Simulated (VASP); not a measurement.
Set up this calculation in VASP 6.6.1, as the native input.

```
Task                   : single point
Functional             : PBE
Potentials or basis    : VASP PAW PBE potentials, release 64 (Ag, Cl)
Cutoff                 : 520 eV
k mesh                 : 8 × 8 × 8
Occupations            : gaussian, width 0.02 eV
Spin                   : no spin polarisation
Dipole correction      : no
Further INCAR settings : ALGO = Normal; EDIFF = 1e-06; NBANDS = 16
```

The structure of AgCl lies in POSCAR:

```
AgCl
1.0
    0.0000000000      2.7731500000      2.7731500000
    2.7731500000      0.0000000000      2.7731500000
    2.7731500000      2.7731500000      0.0000000000
Ag Cl
1 1
Direct
    0.5000000000      0.5000000000      0.5000000000
    0.0081135171      0.0081135171     -0.0081135171
```

This cell differs from its parent crystal: one atom moved.

These files were run (other wordings do the same):

INCAR

```
  PREC = Accurate
  ENCUT = 520
  EDIFF = 1E-6
  ISMEAR = 0
  SIGMA = 0.02
  LREAL = F
  LASPH = T
  NELM = 60
  ALGO = Normal
  ISIF = 2
  LWAVE = F
  LCHARG = F
  GGA = PE
  NBANDS = 16
```

KPOINTS

```
regular mesh
0
Gamma
  8 8 8
```

Potentials or basis: VASP PAW PBE potentials, release 64 (Ag, Cl).

Launch:

```bash
$ cat potpaw_PBE.64/Ag/POTCAR potpaw_PBE.64/Cl/POTCAR > POTCAR
$ mpirun -np 1 vasp_std > vasp.out
```

Results of the run:

```
Pressure               : 1.5 GPa
Largest force          : 0.051 eV/Å
Band gap on the k mesh : 0.91 eV (least direct gap 3.10 eV)
```

Caveat: the cell differs from its parent crystal (one atom moved).

Wall time 26 s on 1 thread of AMD EPYC 7R13 Processor (Zen 3), with other jobs on the host, peak memory 0.16 GiB.
